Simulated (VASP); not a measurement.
Here is a VASP 6.6.1 calculation.

The input INCAR:

```
PREC = Accurate
ENCUT = 500
EDIFF = 1E-6
ISMEAR = 0
SIGMA = 0.02
LREAL = F
LASPH = T
NELM = 120
ALGO = Normal
ISIF = 2
LWAVE = F
LCHARG = F
GGA = PE
IVDW = 12
NBANDS = 15
GGA_COMPAT = F
```

File KPOINTS:

```
regular mesh
0
Gamma
  8 8 8
```

File POSCAR:

```
CaSe
1.0
    0.0000000000      2.9346246260      2.9346246260
    2.9346246260      0.0000000000      2.9346246260
    2.9346246260      2.9346246260      0.0000000000
Ca Se
1 1
Direct
    0.0000000000      0.0000000000      0.0000000000
    0.5000000000      0.5000000000      0.5000000000
```

Potentials or basis: VASP PAW PBE potentials, release 64 (Ca_sv, Se).

Command:

```sh
$ cat potpaw_PBE.64/Ca_sv/POTCAR potpaw_PBE.64/Se/POTCAR > POTCAR
$ mpirun -np 1 vasp_std > vasp.out
```

What does it give for the dispersion energy per atom?

-0.362 eV.

Predict the pressure.

0.2 GPa.
